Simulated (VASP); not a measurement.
# C (a cell with a defect) in VASP: single point with PBE

Aim: the single point of C (a cell with a defect) with PBE.

Everything below comes from runs of VASP 6.6.1. Logs are shortened: lines on timing, memory, paths and dates and some standing lists are left out, and cuts for length are marked.

## 1. The cell of the first run

The cell holds a defect, 29 atoms: a = 6.526 Å, b = 6.526 Å, c = 8.465 Å, α = 90.00°, β = 90.00°, γ = 120.00°.

## 2. Single point, PBE

The input, INCAR:

```
SYSTEM = C
PREC = Accurate
ENCUT = 520
EDIFF = 1E-6
ISMEAR = 0
SIGMA = 0.1
LREAL = Auto
LASPH = .TRUE.
NELM = 60
ALGO = Normal
ISIF = 2
LWAVE = .FALSE.
LCHARG = .FALSE.
GGA = PE
NBANDS = 78
```

The input, KPOINTS:

```
Automatic mesh
0
G
  4 4 3
  0 0 0
```

The input, POSCAR:

```
C
1.0
    6.1663319712      2.1360800542      0.0000000000
   -1.2332663942     -6.4082401623      0.0000000000
    0.0000000000      0.0000000000     -8.4654495156
C
29
Direct
    0.1074137184      0.7149409487      0.7050000108
    0.5308941520      0.8563847905      0.7140018955
    0.2540798525      0.4316940119      0.7110656072
   -0.0274764984      0.0008228468      0.7405871346
    0.6817397927      0.5750792230      0.7082156699
    0.3961525368      0.1470031566      0.7091631684
    0.8245593306      0.2941112836      0.7101738648
    0.1733836897      0.7126071005      0.2597153283
    0.6020307508      0.8554838364      0.2603005305
    0.3161741492      0.4268167585      0.2599591429
    0.0305248288     -0.0017058540      0.2612309005
    0.7448679151      0.5698248511      0.2599651673
    0.4591545137      0.1411610326      0.2598164452
    0.8876389884      0.2839489302      0.2601111726
    0.0607536540      0.4783826122      0.7080865569
    0.4883898897      0.6217149796      0.7110442262
    0.2115238860      0.1970146127      0.7143604116
    0.9178956668      0.7593609950      0.7106979953
    0.6350301059      0.3385330587      0.7048065184
    0.3462947050      0.9064457737      0.7091467487
    0.7698148390      0.0526681451      0.7399286935
    0.3639253939      0.6650118702      0.2597776995
    0.7925486406      0.8079025149      0.2607722125
    0.5067368310      0.3792712782      0.2597056419
    0.2209026456      0.9506892034      0.2602648561
    0.9352580893      0.5220363259      0.2597586810
    0.6495994602      0.0935141997      0.2601210953
    0.0781230525      0.2362909404      0.2606103782
    0.8707896805      1.0274238014     -0.1034808605
```

Potentials or basis: VASP PAW PBE potentials, release 64 (C).

Launch:

```sh
$ cat potpaw_PBE.64/C/POTCAR > POTCAR
$ mpirun -np 1 vasp_std > vasp.out
```

OUTCAR:

```text
SYSTEM = C
   PREC = Accurate
   ENCUT = 520
   EDIFF = 1E-6
   ISMEAR = 0
   LREAL = Auto
   LASPH = .TRUE.
   NELM = 60
   ISIF = 2
   GGA = PE

 ion  position               nearest neighbor table
   1  0.107  0.715  0.705-  18 1.41  15 1.42  20 1.43
   2  0.531  0.856  0.714-  20 1.40  16 1.41  21 1.46
   3  0.254  0.432  0.711-  16 1.41  17 1.41  15 1.44
   4  0.973  0.001  0.741-  18 1.45  17 1.46  21 1.52  29 1.53
   5  0.682  0.575  0.708-  18 1.40  19 1.42  16 1.44
   6  0.396  0.147  0.709-  17 1.40  19 1.43  20 1.44
   7  0.825  0.294  0.710-  15 1.40  19 1.41  21 1.45
   8  0.173  0.713  0.260-  25 1.42  22 1.42  26 1.42
   9  0.602  0.855  0.260-  27 1.42  22 1.42  23 1.42
  10  0.316  0.427  0.260-  28 1.42  24 1.42  22 1.42
[... 8 lines left out ...]
  19  0.635  0.339  0.705-   7 1.41   5 1.42   6 1.43
  20  0.346  0.906  0.709-   2 1.40   1 1.43   6 1.44
  21  0.770  0.053  0.740-   7 1.45   2 1.46   4 1.52  29 1.53
  22  0.364  0.665  0.260-   9 1.42   8 1.42  10 1.42
  23  0.793  0.808  0.261-  11 1.42  12 1.42   9 1.42
  24  0.507  0.379  0.260-  13 1.42  10 1.42  12 1.42
  25  0.221  0.951  0.260-  11 1.42   8 1.42  13 1.42
  26  0.935  0.522  0.260-  14 1.42  12 1.42   8 1.42
  27  0.650  0.094  0.260-  14 1.42   9 1.42  13 1.42
  28  0.078  0.236  0.261-  11 1.42  10 1.42  14 1.42
  29  0.871  0.027  0.897-  21 1.53   4 1.53

  LATTYP: Found a hexagonal cell.
 ALAT       =     6.5258323589
 C/A-ratio  =     1.2972214194

  Lattice vectors:

 A1 = (   6.1663319712,   2.1360800542,   0.0000000000)
 A2 = (  -1.2332663942,  -6.4082401623,   0.0000000000)
 A3 = (   0.0000000000,   0.0000000000,  -8.4654495156)

Analysis of symmetry for initial positions (statically):
=====================================================================
 Subroutine PRICEL returns:
 Original cell was already a primitive cell.

 Routine SETGRP: Setting up the symmetry group for a
 hexagonal supercell.

 Subroutine GETGRP returns: Found  1 space group operations
 (whereof  1 operations were pure point group operations)
 out of a pool of 24 trial point group operations.

The static configuration has the point symmetry C_1 .

Analysis of symmetry for dynamics (positions and initial velocities):
=====================================================================
 Subroutine PRICEL returns:
[... 166 lines left out ...]
   NSW    =      0    number of steps for IOM
   IBRION =     -1    ionic relax: 0-MD 1-quasi-New 2-CG
   NFREE  =      0    steps in history (QN), initial steepest desc. (CG)
   ISIF   =      2    stress and relaxation
   ISYM   =      2    0-nonsym 1-usesym 2-fastsym
   POTIM  = 0.5000    time-step for ionic-motion
   TEBEG  =    0.0;   TEEND  =   0.0 temperature during run
   PSTRESS=    0.0 pullay stress
   NELECT =     116.0000    total number of electrons
   NUPDOWN=      -1.0000    fix difference up-down
   EMIN   =  10.00;   EMAX   =-10.00  energy-range for DOS
   EFERMI =   0.00;   METHOD = LEGACY
   ISMEAR =     0;   SIGMA  =   0.10  broadening in eV -4-tet -1-fermi 0-gaus
   EFERMI_NEDOS =   21; number of points for ismear=-14 and -15
   IALGO  =     38    algorithm
   IMIX   =      4    mixing-type and parameters
     AMIX     =   0.40;   BMIX     =  1.00
     AMIX_MAG =   1.60;   BMIX_MAG =  1.00
  volume/ion in A,a.u.               =      10.77        72.65
  Fermi-wavevector in a.u.,A,eV,Ry     =   1.176910  2.224038 18.845670  1.385118
  Thomas-Fermi vector in A             =   2.313266
   LORBIT       =      0    0 simple, 1 ext, 2 COOP (PROOUT), +10 PAW based schemes
   GGA     = PE    functional components
   LHFCALC =     F    Hartree Fock is set to
   AEXX    =    0.0000 exact exchange contribution
   IVDW    =     0    specifies the selected vdW correction
   LEPSILON=     F    determine dielectric tensor
   LRPA    =     F    only Hartree local field effects (RPA)
 non-spin polarized calculation
 Gauss-broadening in eV      SIGMA  =   0.10
  energy-cutoff  :      520.00
  volume of cell :      312.21
 maximum number of plane-waves:      8422
 NGX is ok and might be reduce to    50
   NGX = 25   NGY = 25   NGZ = 31

 number of electron     116.0000000 magnetization

 Free energy of the ion-electron system (eV)
  ---------------------------------------------------
  ext. energy  EPLUGINS =         0.00000000
  ---------------------------------------------------
  free energy    TOTEN  =      -261.18257220 eV

  energy without entropy =     -261.17045939  energy(sigma->0) =     -261.17651579

 E-fermi :   2.6171     XC(G=0):  -8.9941

 val. band max:        2.5844570404   @ k =   0.5000   0.5000   0.0000
 cond. band min:       2.8277986583   @ k =  -0.2500  -0.2500   0.3333
 fundamental gap:      0.2433416179
 Fermi energy:         2.6170518527

 k-point     1 :       0.0000    0.0000    0.0000
  band No.  band energies     occupation
      1     -17.2015      2.00000
      2     -16.2722      2.00000
      3     -14.9923      2.00000
      4     -13.6165      2.00000
      5     -13.5843      2.00000
      6     -13.5181      2.00000
[... 1741 lines left out ...]
     69       8.7101      0.00000
     70       8.8886      0.00000

 [... further k-points ...]

 [bands above 70 left out]

------------------------ aborting loop because EDIFF is reached ----------------------------------------

  FORCE on cell =-STRESS in cart. coord.  units (eV):
  Direction    XX          YY          ZZ          XY          YZ          ZX
  --------------------------------------------------------------------------------------
  -------------------------------------------------------------------------------------
  Total        5.1401816      6.7062236      1.1914976     -0.4285004     -0.0513150     -0.0823725
  in kB       26.3776782     34.4140774      6.1143639     -2.1989193     -0.2633315     -0.4227081
  external PRESSURE =      22.3020398 kB  Pullay stress =       0.0000000 kB

 VOLUME and BASIS-vectors are now :
 -----------------------------------------------------------------------------
  energy-cutoff  :      520.00
  volume of cell :      312.21
      direct lattice vectors                 reciprocal lattice vectors
     6.166331971  2.136080054  0.000000000     0.173754604 -0.033439089  0.000000000
    -1.233266394 -6.408240162  0.000000000     0.057918201 -0.167195446  0.000000000
     0.000000000  0.000000000 -8.465449516     0.000000000  0.000000000 -0.118127218

 POSITION                                       TOTAL-FORCE (eV/Angst)
 -----------------------------------------------------------------------------------
     -0.21936     -4.35207     -5.96814         0.006359     -0.011097      0.000780
      2.21752     -4.35389     -6.04435         0.015247     -0.005070     -0.000984
      1.03435     -2.22366     -6.01949        -0.010894     -0.006465     -0.001179
      5.99589      2.07212     -6.26940         0.028683      0.019606      0.035696
      3.49461     -2.22899     -5.99536        -0.008205     -0.007958      0.001336
      2.26151     -0.09582     -6.00339         0.005333      0.005711     -0.002106
[... 21 lines left out ...]
      0.19032     -1.34733     -2.20618        -0.000012     -0.004628      0.005237
      5.33576      1.68434     -7.58944        -0.001843     -0.002182     -0.095396
 -----------------------------------------------------------------------------------
    total drift:                                0.027017     -0.021074      0.009862

  FREE ENERGIE OF THE ION-ELECTRON SYSTEM (eV)
  ---------------------------------------------------
  free  energy   TOTEN  =      -261.1825722019 eV

  energy  without entropy=     -261.1704593870  energy(sigma->0) =     -261.17651579
```

OSZICAR:

```text
N       E                     dE             d eps       ncg     rms          rms(c)
DAV:   1     0.572496680799E+03    0.57250E+03   -0.57745E+04  4056   0.136E+03
DAV:   2    -0.219841685616E+03   -0.79234E+03   -0.75824E+03  5054   0.299E+02
DAV:   3    -0.277201367980E+03   -0.57360E+02   -0.56718E+02  4816   0.810E+01
DAV:   4    -0.278561073117E+03   -0.13597E+01   -0.13554E+01  5256   0.136E+01
DAV:   5    -0.278605340159E+03   -0.44267E-01   -0.44237E-01  5384   0.225E+00    0.240E+01
DAV:   6    -0.265409391698E+03    0.13196E+02   -0.13957E+01  4720   0.110E+01    0.140E+01
DAV:   7    -0.261106087110E+03    0.43033E+01   -0.13436E+01  4712   0.107E+01    0.407E+00
DAV:   8    -0.261161148557E+03   -0.55061E-01   -0.53536E-01  4826   0.232E+00    0.204E+00
DAV:   9    -0.261180253923E+03   -0.19105E-01   -0.91026E-02  4882   0.105E+00    0.239E-01
DAV:  10    -0.261181261804E+03   -0.10079E-02   -0.80527E-03  4770   0.286E-01    0.141E-01
DAV:  11    -0.261182419379E+03   -0.11576E-02   -0.20598E-03  4650   0.168E-01    0.558E-02
DAV:  12    -0.261182563030E+03   -0.14365E-03   -0.52139E-04  4770   0.899E-02    0.243E-02
DAV:  13    -0.261182571806E+03   -0.87759E-05   -0.16626E-04  5032   0.446E-02    0.118E-02
DAV:  14    -0.261182572154E+03   -0.34732E-06   -0.26040E-05  4952   0.166E-02    0.503E-03
DAV:  15    -0.261182572202E+03   -0.48207E-07   -0.54629E-06  4136   0.778E-03
   1 F= -.26118257E+03 E0= -.26117652E+03  d E =-.121128E-01
```

stdout:

```text
POSCAR found type information on POSCAR C
 POSCAR found :  1 types and      29 ions
 scaLAPACK will be used
 LDA part: xc-table for (Slater+PW92), standard interpolation
 POSCAR, INCAR and KPOINTS ok, starting setup
 FFT: planning ... GRIDC
 FFT: planning ... GRID_SOFT
 FFT: planning ... GRID
 WAVECAR not read
 entering main loop
```

Wall time 9.8 min (1 thread of Intel Xeon 6975P-C (Granite Rapids), shared host); peak memory 0.59 GiB.

Results:

* Free energy: -261.1826 eV
* Pressure: 2.2 GPa
* Largest force: 0.095 eV/Å
* Band gap on the k mesh: zero (bands 58 and 59 overlap by 0.04 eV)

Forces on the atoms (eV/Å):
```
C    0.006 -0.011  0.001
C    0.015 -0.005 -0.001
C   -0.011 -0.006 -0.001
C    0.029  0.020  0.036
C   -0.008 -0.008  0.001
C    0.005  0.006 -0.002
C   -0.001  0.009  0.004
C    0.003  0.004 -0.002
C   -0.006 -0.003  0.000
C    0.001  0.003  0.002
C    0.008 -0.001  0.002
C    0.002  0.004 -0.002
C    0.003  0.007  0.006
C   -0.006  0.002  0.000
C    0.001  0.000 -0.005
C    0.004  0.006  0.002
C   -0.007 -0.003  0.001
C    0.002 -0.011  0.003
C    0.001  0.000  0.004
C   -0.007 -0.004  0.003
C   -0.029 -0.014  0.033
C   -0.007  0.004 -0.001
C   -0.001 -0.002  0.007
C   -0.004  0.004 -0.001
C    0.001  0.001  0.001
C    0.005  0.004  0.000
C    0.002  0.001  0.000
C    0.000 -0.005  0.005
C   -0.002 -0.002 -0.095
```

Stress tensor (GPa, compression positive):
```
 2.64 -0.22 -0.04
-0.22  3.44 -0.03
-0.04 -0.03  0.61
```

Levels at points of the mesh, in eV from the Fermi level:
| k point | band 55 | band 56 | band 57 | band 58 | band 59 | band 60 | band 61 | band 62 |
| --- | --- | --- | --- | --- | --- | --- | --- | --- |
| (0.00, 0.00, 0.00) | -2.42 | -2.42 | -1.84 | -0.60 | 0.50 | 2.69 | 4.12 | 4.12 |
| (0.50, 0.00, 0.00) | -1.39 | -1.00 | -0.98 | -0.67 | 0.52 | 1.39 | 1.67 | 2.09 |
| (0.00, 0.50, 0.00) | -1.29 | -0.99 | -0.97 | -0.62 | -0.05 | 1.34 | 2.08 | 2.09 |
| (0.50, 0.50, 0.00) | -1.43 | -0.96 | -0.93 | -0.03 | 0.71 | 0.77 | 1.83 | 2.09 |

The gap in the log of VASP goes by the Fermi energy; the results here count the filled bands.